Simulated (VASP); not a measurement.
# WC (Qusongite) (P-6m2) in VASP: notebook

WC (Qusongite) is run at these levels: PBE, LDA, PBEsol+U; tasks: single point, relaxation of cell and atoms.

All numbers are computed with VASP 6.6.1; they aren't measurements. Logs are shortened: lines on timing, memory, paths and dates and some standing lists are left out, and cuts for length are marked.

### Step 1. The cell of the first run

Symmetry: P-6m2, No. 187, hexagonal system. Conventional cell: a = 2.907 Å, b = 2.907 Å, c = 2.837 Å, α = 90.00°, β = 90.00°, γ = 120.00°. Within 2.9 Å of W (site symmetry -6m2) lie 6 C at 2.20 Å and 2 W at 2.84 Å. Within 2.9 Å of C (site symmetry -6m2) lie 6 W at 2.20 Å and 2 C at 2.84 Å.

### Step 2. Single point, PBE

File INCAR:

```
PREC = Accurate ; ENCUT = 520
EDIFF = 1E-6 ; ISMEAR = 0
SIGMA = 0.012 ; LREAL = F
LASPH = T ; NELM = 100
ALGO = Normal ; ISIF = 2
LWAVE = F ; LCHARG = T
GGA = PE ; LELF = T
LVHAR = T ; NBANDS = 16
```

File KPOINTS:

```
regular mesh
0
Gamma
  10 10 9
```

File POSCAR:

```
WC
1.0
    2.9065000000      0.0000000000      0.0000000000
   -1.4532500000      2.5171028361      0.0000000000
    0.0000000000      0.0000000000      2.8366000000
W C
1 1
Direct
    0.0000000000      0.0000000000      0.0000000000
    0.6666666667      0.3333333333      0.5000000000
```

Potentials or basis: VASP PAW PBE potentials, release 64 (W_sv, C).

Launch:

```sh
$ cat potpaw_PBE.64/W_sv/POTCAR potpaw_PBE.64/C/POTCAR > POTCAR
$ mpirun -np 1 vasp_std > vasp.out
```

OUTCAR:

```text
PREC = Accurate
   ENCUT = 520
   EDIFF = 1E-6
   ISMEAR = 0
   LREAL = F
   LASPH = T
   NELM = 100
   ISIF = 2
   GGA = PE

 ion  position               nearest neighbor table
   1  0.000  0.000  0.000-   2 2.20   2 2.20   2 2.20   2 2.20   2 2.20   2 2.20
   2  0.667  0.333  0.500-   1 2.20   1 2.20   1 2.20   1 2.20   1 2.20   1 2.20

  LATTYP: Found a hexagonal cell.
 ALAT       =     2.9065000000
 C/A-ratio  =     0.9759504559

  Lattice vectors:

 A1 = (   2.9065000000,   0.0000000000,   0.0000000000)
 A2 = (  -1.4532500000,   2.5171028361,   0.0000000000)
 A3 = (   0.0000000000,   0.0000000000,   2.8366000000)

Analysis of symmetry for initial positions (statically):
=====================================================================
 Subroutine PRICEL returns:
 Original cell was already a primitive cell.

 Routine SETGRP: Setting up the symmetry group for a
 hexagonal supercell.

 Subroutine GETGRP returns: Found 12 space group operations
 (whereof 12 operations were pure point group operations)
 out of a pool of 24 trial point group operations.

The static configuration has the point symmetry D_3h.

Analysis of symmetry for dynamics (positions and initial velocities):
=====================================================================
 Subroutine PRICEL returns:
 Original cell was already a primitive cell.

 Routine SETGRP: Setting up the symmetry group for a
 hexagonal supercell.

 Subroutine GETGRP returns: Found 12 space group operations
 (whereof 12 operations were pure point group operations)
 out of a pool of 24 trial point group operations.

The dynamic configuration has the point symmetry D_3h.

 Subroutine INISYM returns: Found 12 space group operations
 (whereof 12 operations are pure point group operations),
 and found     1 'primitive' translations

----------------------------------------------------------------------------------------

                                     Primitive cell

  volume of cell :      20.7525

  direct lattice vectors                    reciprocal lattice vectors
     2.906500000  0.000000000  0.000000000     0.344056425  0.198641070  0.000000000
    -1.453250000  2.517102836  0.000000000     0.000000000  0.397282139  0.000000000
     0.000000000  0.000000000  2.836600000     0.000000000  0.000000000  0.352534725

  length of vectors
     2.906500000  2.906500000  2.836600000     0.397282139  0.397282139  0.352534725

  position of ions in fractional coordinates (direct lattice)
     0.000000000  0.000000000  0.000000000
     0.666666667  0.333333333  0.500000000

  ion indices of the primitive-cell ions
   primitive index   ion index
                 1           1
                 2           2

----------------------------------------------------------------------------------------

 KPOINTS: regular mesh

Automatic generation of k-mesh.
 Grid dimensions read from file:
 generate k-points for:   10   10    9

 Generating k-lattice:

  Cartesian coordinates                     Fractional coordinates (reciprocal lattice)
     0.034405643  0.019864107  0.000000000     0.100000000  0.000000000  0.000000000
     0.000000000  0.039728214  0.000000000     0.000000000  0.100000000  0.000000000
     0.000000000  0.000000000  0.039170525     0.000000000  0.000000000  0.111111111

  Length of vectors
     0.039728214  0.039728214  0.039170525

  Shift w.r.t. Gamma in fractional coordinates (k-lattice)
     0.000000000  0.000000000  0.000000000

 Subroutine IBZKPT returns following result:
 ===========================================

 Found     70 irreducible k-points:

 Following reciprocal coordinates:
            Coordinates               Weight
  0.000000  0.000000  0.000000      1.000000
  0.100000  0.000000  0.000000      6.000000
  0.200000  0.000000  0.000000      6.000000
  0.300000  0.000000  0.000000      6.000000
  0.400000  0.000000  0.000000      6.000000
  0.500000  0.000000  0.000000      3.000000
[... 16 lines left out ...]
  0.300000  0.100000  0.111111     24.000000
  0.400000  0.100000  0.111111     24.000000
 [... further k-points ...]
   k-points           NKPTS =     70   k-points in BZ     NKDIM =     70   number of bands    NBANDS=     16
   number of dos      NEDOS =    301   number of ions     NIONS =      2
   total plane-waves  NPLWV =  13824
   dimension x,y,z NGX =    24 NGY =   24 NGZ =   24
   dimension x,y,z NGXF=    48 NGYF=   48 NGZF=   48
   ions per type =               1   1
   NGX,Y,Z   is equivalent  to a cutoff of  13.73, 13.73, 14.07 a.u.
   NGXF,Y,Z  is equivalent  to a cutoff of  27.46, 27.46, 28.13 a.u.
 SYSTEM =  unknown system
   PREC   = accura    normal or accurate (medium, high low for compatibility)
   ISTART =      0    job   : 0-new  1-cont  2-samecut
   ICHARG =      2    charge: 1-file 2-atom 10-const
   ISPIN  =      1    spin polarized calculation?
   LNONCOLLINEAR =      F non collinear calculations
   LSORBIT =      F    spin-orbit coupling
[... 108 lines left out ...]
  band No.  band energies     occupation
      1     -62.8656      2.00000
      2     -27.5347      2.00000
      3     -26.9688      2.00000
      4     -26.8027      2.00000
      5      -0.4613      2.00000
      6       4.3378      2.00000
[... 8 lines left out ...]
     15      25.0617      0.00000
     16      28.2483      0.00000

 k-point     6 :       0.5000    0.0000    0.0000
  band No.  band energies     occupation
      1     -62.8600      2.00000
      2     -27.6083      2.00000
      3     -26.9867      2.00000
      4     -26.7919      2.00000
      5      -0.0314      2.00000
      6       4.0417      2.00000
[... 8 lines left out ...]
     15      23.9084      0.00000
     16      29.1891      0.00000

 k-point     7 :       0.1000    0.1000    0.0000
  band No.  band energies     occupation
      1     -62.9028      2.00000
      2     -27.0175      2.00000
      3     -26.8737      2.00000
      4     -26.8540      2.00000
      5      -2.6262      2.00000
      6       6.3532      2.00000
[... 8 lines left out ...]
     15      24.7722      0.00000
     16      29.1257      0.00000

 k-point     8 :       0.2000    0.1000    0.0000
  band No.  band energies     occupation
      1     -62.8865      2.00000
      2     -27.2330      2.00000
      3     -26.9221      2.00000
      4     -26.8426      2.00000
      5      -1.7635      2.00000
      6       5.4666      2.00000
[... 8 lines left out ...]
     15      25.2293      0.00000
     16      29.2267      0.00000

 k-point     9 :       0.3000    0.1000    0.0000
  band No.  band energies     occupation
      1     -62.8702      2.00000
      2     -27.4414      2.00000
      3     -26.9901      2.00000
      4     -26.8114      2.00000
      5      -0.7592      2.00000
      6       4.6658      2.00000
[... 8 lines left out ...]
     15      26.1723      0.00000
     16      27.5773      0.00000
[... 172 lines left out ...]
 k-point    19 :       0.4000    0.0000    0.1111
  band No.  band energies     occupation
      1     -62.8610      2.00000
      2     -27.5221      2.00000
      3     -26.9597      2.00000
      4     -26.8866      2.00000
      5      -0.3480      2.00000
      6       4.3053      2.00000
[... 8 lines left out ...]
     15      24.7018      0.00000
     16      28.1090      0.00000

 k-point    20 :       0.5000    0.0000    0.1111
  band No.  band energies     occupation
      1     -62.8554      2.00000
      2     -27.5953      2.00000
      3     -26.9775      2.00000
      4     -26.8751      2.00000
      5       0.0453      2.00000
      6       3.9611      2.00000
[... 8 lines left out ...]
     15      23.9597      0.00000
     16      28.9727      0.00000

 k-point    21 :       0.1000    0.1000    0.1111
  band No.  band energies     occupation
      1     -62.8981      2.00000
      2     -27.0103      2.00000
      3     -26.9604      2.00000
      4     -26.8458      2.00000
      5      -2.3620      2.00000
      6       6.5100      2.00000
[... 8 lines left out ...]
     15      24.5696      0.00000
     16      28.7192      0.00000

 k-point    22 :       0.2000    0.1000    0.1111
  band No.  band energies     occupation
      1     -62.8818      2.00000
      2     -27.2226      2.00000
      3     -26.9290      2.00000
      4     -26.9133      2.00000
      5      -1.5513      2.00000
      6       5.6216      2.00000
[... 8 lines left out ...]
     15      24.7086      0.00000
     16      28.7786      0.00000

 k-point    23 :       0.3000    0.1000    0.1111
  band No.  band energies     occupation
      1     -62.8655      2.00000
      2     -27.4294      2.00000
      3     -26.9809      2.00000
      4     -26.8958      2.00000
      5      -0.6244      2.00000
      6       4.7478      2.00000
[... 8 lines left out ...]
     15      25.3597      0.00000
     16      27.6930      0.00000

 k-point    24 :       0.4000    0.1000    0.1111
  band No.  band energies     occupation
      1     -62.8554      2.00000
      2     -27.5544      2.00000
      3     -27.0224      2.00000
      4     -26.8751      2.00000
      5       0.0588      2.00000
      6       4.1809      2.00000
[... 8 lines left out ...]
     15      24.4774      0.00000
     16      28.5256      0.00000

 [... further k-points ...]
[... 5 lines left out ...]
  --------------------------------------------------------------------------------------
  -------------------------------------------------------------------------------------
  Total        0.8919689      0.8919689      0.8066994     -0.0000000      0.0000000      0.0000000
  in kB       68.8637848     68.8637848     62.2806203     -0.0000000      0.0000000      0.0000000
  external PRESSURE =      66.6693967 kB  Pullay stress =       0.0000000 kB

 VOLUME and BASIS-vectors are now :
 -----------------------------------------------------------------------------
  energy-cutoff  :      520.00
  volume of cell :       20.75
      direct lattice vectors                 reciprocal lattice vectors
     2.906500000  0.000000000  0.000000000     0.344056425  0.198641070  0.000000000
    -1.453250000  2.517102836  0.000000000     0.000000000  0.397282139  0.000000000
     0.000000000  0.000000000  2.836600000     0.000000000  0.000000000  0.352534725

 POSITION                                       TOTAL-FORCE (eV/Angst)
 -----------------------------------------------------------------------------------
      0.00000      0.00000      0.00000        -0.000000      0.000000      0.000000
      1.45325      0.83903      1.41830         0.000000     -0.000000      0.000000
 -----------------------------------------------------------------------------------
    total drift:                                0.000000     -0.000000      0.000000

  FREE ENERGIE OF THE ION-ELECTRON SYSTEM (eV)
  ---------------------------------------------------
  free  energy   TOTEN  =       -22.4451733181 eV

  energy  without entropy=      -22.4450550440  energy(sigma->0) =      -22.44511418
```

It took 27 s on 1 thread of Intel Xeon 8259CL, shared host; peak memory 0.15 GiB.

Results:

```
Free energy            : -22.4452 eV
Pressure               : 6.7 GPa
Band gap on the k mesh : zero (band 9 reaches 11.73 eV, above the bottom of band 10 at 10.54 eV)
```

Caveat: spin-orbit coupling is left out, which moves the levels of the heavy elements.

### Step 3. Relaxation of cell and atoms, LDA

File INCAR:

```
SYSTEM = WC
PREC = Accurate
ENCUT = 600
EDIFF = 1E-6
ISMEAR = -1
SIGMA = 0.05
LREAL = .False.
LASPH = .True.
NELM = 60
ALGO = Normal
ISIF = 3
LWAVE = .False.
LCHARG = .False.
GGA = CA
IBRION = 2
NSW = 80
EDIFFG = -0.02
```

File KPOINTS:

```
regular mesh
0
Gamma
  10 10 9
  0 0 0
```

POSCAR is that of step 2.

Potentials or basis: VASP PAW LDA potentials, release 64 (W_sv, C).

Launch:

```sh
$ cat potpaw_LDA.64/W_sv/POTCAR potpaw_LDA.64/C/POTCAR > POTCAR
$ mpirun -np 1 vasp_std > vasp.out
```

It took 54 s on 1 thread of Intel Xeon 8259CL, shared host; peak memory 0.16 GiB.

It converged, with:

| Quantity | Value |
| --- | --- |
| Free energy | -24.7064 eV |
| Relaxed volume | 10.20 Å³/atom |
| Relaxed cell | a = 2.891 Å, b = 2.891 Å, c = 2.817 Å, α = 90.00°, β = 90.00°, γ = 120.00° |
| Space group after relaxing (to 0.05 Å) | P-6m2 (No. 187) |
| Energy gained by relaxing | 4.3 meV/atom |
| Ionic steps | 3 |
| Pressure after relaxing | -0.2 GPa |
| Band gap on the k mesh | zero (band 9 reaches 11.91 eV, above the bottom of band 10 at 10.64 eV) |

Stress tensor (GPa, compression positive):
```
-0.29  0.00  0.00
 0.00 -0.29  0.00
 0.00  0.00  0.00
```

The path:
| step | energy change (eV) | largest force (eV/Å) | pressure (GPa) | volume (Å³) |
| --- | --- | --- | --- | --- |
| 1 | 0.0000 | 0.0000 | -7.38 | 20.75 |
| 2 | 0.0703 | 0.0000 | 24.94 | 19.35 |
| 3 | -0.0087 | 0.0000 | -0.19 | 20.40 |

Final structure:
```cif
data_structure
_symmetry_space_group_name_H-M 'P 1'
_symmetry_Int_Tables_number 1
_cell_length_a 2.8913
_cell_length_b 2.8913
_cell_length_c 2.8171
_cell_angle_alpha 90.000
_cell_angle_beta 90.000
_cell_angle_gamma 120.000
_cell_volume 20.40
loop_
_atom_site_label
_atom_site_type_symbol
_atom_site_fract_x
_atom_site_fract_y
_atom_site_fract_z
_atom_site_occupancy
W1 W 0.00000 0.00000 0.00000 1
C1 C 0.66667 0.33333 0.50000 1
```

Levels at points of the mesh, in eV from the Fermi level:
```tsv
k point	band 6	band 7	band 8	band 9	band 10	band 11	band 12	band 13
(0.00, 0.00, 0.00)	-4.39	-3.39	-3.39	0.16	3.29	3.29	5.73	5.73
(0.50, 0.00, 0.00)	-7.01	-3.66	-3.63	-0.42	2.38	4.62	5.00	6.96
```

Caveat: spin-orbit coupling is left out, which moves the levels of the heavy elements. Zero-point motion and thermal expansion aren't in these numbers.

### Step 4. Single point, PBEsol+U

File INCAR:

```
PREC = Accurate
ENCUT = 520
EDIFF = 1E-7
ISMEAR = -1
SIGMA = 0.05
LREAL = False
LASPH = True
NELM = 150
ALGO = Normal
ISIF = 2
LWAVE = False
LCHARG = True
LMAXMIX = 4
LDAU = True
LDAUTYPE = 2
LDAUL = 2 -1
LDAUU = 2 0
LDAUJ = 0 0
LDAUPRINT = 1
GGA = PS
LELF = True
LVHAR = True
NBANDS = 16
```

File KPOINTS:

```
regular mesh
0
Gamma
  10 10 9
```

POSCAR is that of step 3.

Potentials or basis: VASP PAW PBE potentials, release 64 (W_sv, C).

Launch:

```sh
$ cat potpaw_PBE.64/W_sv/POTCAR potpaw_PBE.64/C/POTCAR > POTCAR
$ mpirun -np 1 vasp_std > vasp.out
```

Run time: 17 s. Hardware: 1 thread of AMD EPYC 9R45 (Zen 5), shared host; peak memory 0.12 GiB.

The run converged. Its results:

```
Free energy            : -21.6447 eV
Pressure               : 2.0 GPa
Band gap on the k mesh : zero (band 9 reaches 11.71 eV, above the bottom of band 10 at 10.58 eV)
```

Stress tensor (GPa, compression positive):
```
2.17 0.00 0.00
0.00 2.17 0.00
0.00 0.00 1.72
```

Levels at points of the mesh, in eV from the Fermi level:
| k point | band 7 | band 8 | band 9 | band 10 | band 11 | band 12 |
| --- | --- | --- | --- | --- | --- | --- |
| (0.00, 0.00, 0.00) | -3.33 | -3.33 | 0.02 | 3.31 | 3.31 | 5.61 |
| (0.50, 0.00, 0.00) | -3.60 | -3.60 | -0.52 | 2.41 | 4.57 | 4.90 |

Eigenvalues of the final occupation matrices:
| site | spin | trace | eigenvalues |
| --- | --- | --- | --- |
| site 1 d | 1 | 1.71 | 0.33 0.33 0.35 0.35 0.37 |
| site 1 d | 2 | 1.71 | 0.33 0.33 0.35 0.35 0.37 |

Caveat: the PAW data sets were made with another functional, which shifts forces and pressure a little; spin-orbit coupling is left out, which moves the levels of the heavy elements; U without spin polarisation on a metal has little footing; the U is typed as a test and isn't derived for this compound.

### Step 5. Single point, PBEsol+U

File INCAR:

```
SYSTEM = WC
PREC = Accurate
ENCUT = 520
EDIFF = 1E-7
ISMEAR = -1
SIGMA = 0.05
LREAL = .False.
LASPH = .True.
NELM = 150
ALGO = Normal
ISIF = 2
LWAVE = .False.
LCHARG = .False.
LMAXMIX = 4
LDAU = .True.
LDAUTYPE = 2
LDAUL = 2 -1
LDAUU = 4 0
LDAUJ = 0 0
LDAUPRINT = 1
GGA = PS
NBANDS = 16
```

File KPOINTS:

```
regular mesh
0
Gamma
  10 10 9
  0 0 0
```

POSCAR is that of step 4.

Launch:

```sh
$ cat potpaw_PBE.64/W_sv/POTCAR potpaw_PBE.64/C/POTCAR > POTCAR
$ mpirun -np 1 vasp_std > vasp.out
```

Wall time 15 s (1 thread of AMD EPYC 9R45 (Zen 5), shared host); peak memory 0.12 GiB.

The run converged. Its results:

| Item | Value |
| --- | --- |
| Free energy | -19.4027 eV |
| Pressure | 6.7 GPa |
| Band gap on the k mesh | zero (band 9 reaches 11.85 eV, above the bottom of band 10 at 10.79 eV) |

Stress tensor (GPa, compression positive):
```
6.51 0.00 0.00
0.00 6.51 0.00
0.00 0.00 6.93
```

Levels at points of the mesh, in eV from the Fermi level:
```
           k point  band 7  band 8  band 9  band 10  band 11  band 12
(0.00, 0.00, 0.00)   -3.32   -3.32   -0.06     3.42     3.42     5.59
(0.50, 0.00, 0.00)   -3.61   -3.57   -0.58     2.51     4.61     4.90
```

Eigenvalues of the final occupation matrices:
| site | spin | trace | eigenvalues |
| --- | --- | --- | --- |
| site 1 d | 1 | 1.69 | 0.32 0.32 0.34 0.34 0.36 |
| site 1 d | 2 | 1.69 | 0.32 0.32 0.34 0.34 0.36 |

Caveat: the PAW data sets were made with another functional, which shifts forces and pressure a little; spin-orbit coupling is left out, which moves the levels of the heavy elements; U without spin polarisation on a metal has little footing; the U is typed as a test and isn't derived for this compound.

### Step 6. Summary

| task | level | potentials or basis | U | cell | cutoff (eV) | smearing | gap on the mesh (eV) | pressure (GPa) |
| --- | --- | --- | --- | --- | --- | --- | --- | --- |
| single point | PBE | VASP PAW PBE potentials, release 64 (W_sv, C) | - | as given | 520 | gaussian 0.012 eV | none | 6.7 |
| relaxation of cell and atoms | LDA | VASP PAW LDA potentials, release 64 (W_sv, C) | - | relaxed | 600 | fermi-dirac 0.05 eV | none | -0.2 |
| single point | PBEsol+U | VASP PAW PBE potentials, release 64 (W_sv, C) | W d U = 2.0 eV | as given | 520 | fermi-dirac 0.05 eV | none | 2.0 |
| single point | PBEsol+U | VASP PAW PBE potentials, release 64 (W_sv, C) | W d U = 4.0 eV | as given | 520 | fermi-dirac 0.05 eV | none | 6.7 |

Alike in all rows: no spin polarisation; k mesh 10 × 10 × 9.

Caveats: spin-orbit coupling is left out, which moves the levels of the heavy elements; the PAW data sets were made with another functional, which shifts forces and pressure a little (some runs); U without spin polarisation on a metal has little footing (some runs); the U is typed as a test and isn't derived for this compound (some runs).

Absolute energies hang on the potentials; compare differences alone.
